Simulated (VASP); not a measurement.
# InP: single point with PBE

InP:

```
CELL_PARAMETERS angstrom
0.00000 2.76883 2.76883
2.76883 0.00000 2.76883
2.76883 2.76883 0.00000
ATOMIC_POSITIONS crystal
In 0.00000 0.00000 0.00000
P 0.50000 0.50000 0.50000
```

```
Program             : VASP 6.6.1
Task                : single point
Functional          : PBE
Potentials or basis : VASP PAW PBE potentials, release 64 (In_d, P)
Cutoff              : 520 eV
k mesh              : 8 × 8 × 8
Occupations         : gaussian, width 0.022 eV
Spin                : no spin polarisation
```

* Pressure: -0.1 GPa
* Band gap on the k mesh: zero (band 9 reaches 7.35 eV, above the bottom of band 10 at 4.72 eV)

Levels at points of the mesh, in eV from the Fermi level:
| k point | band 7 | band 8 | band 9 | band 10 | band 11 | band 12 |
| --- | --- | --- | --- | --- | --- | --- |
| (0.00, 0.00, 0.00) | -0.37 | -0.37 | -0.37 | 0.42 | 7.00 | 7.00 |
| (0.50, 0.00, 0.00) | -6.74 | 0.06 | 0.06 | 2.39 | 3.30 | 3.30 |
| (0.50, 0.50, 0.00) | -5.04 | -2.62 | -2.43 | -2.43 | 3.74 | 9.76 |

Run time: 47 s on 1 thread of AMD EPYC 7R13 (shared host), peak memory 0.14 GiB.

Caveat: spin-orbit coupling is left out, which moves the levels of the heavy elements.
